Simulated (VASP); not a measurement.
The system is Ti.

```
CELL_PARAMETERS angstrom
-1.62775 1.62775 1.62775
1.62775 -1.62775 1.62775
1.62775 1.62775 -1.62775
ATOMIC_POSITIONS crystal
Ti 0.00000 0.00000 0.00000
```

| Property | Result |
| --- | --- |
| Program | VASP 6.6.1 |
| Task | relaxation of cell and atoms |
| Functional | PBE |
| Dispersion | D3(BJ) |
| Potentials or basis | VASP PAW PBE potentials, release 64 (Ti_sv) |
| Cutoff | 600 eV |
| k mesh | 18 × 18 × 18 |
| Occupations | gaussian, width 0.1 eV |
| Spin | no spin polarisation |

At the start: pressure -6.2 GPa; volume 17.25 Å³/atom.

Question: Where does the relaxation end?

Answer: Over 3 steps the energy falls by 19.9 meV/atom and the volume is 16.26 Å³/atom (-5.7 %); space group Im-3m (No. 229, to 0.05 Å).

The path:
```csv
step,energy change (eV),largest force (eV/Å),pressure (GPa),volume (Å³)
1,0.0000,0.0000,-6.16,17.25
2,-0.0114,0.0000,4.57,15.65
3,-0.0199,0.0000,-0.01,16.26
```

Final structure:
```
Ti
1.0
    -1.59594    1.59594    1.59594
     1.59594   -1.59594    1.59594
     1.59594    1.59594   -1.59594
Ti
1
Cartesian
  0.0000 0.0000 0.0000
```

Caveat: pairwise dispersion overbinds metals, which lowers pressure and volume.
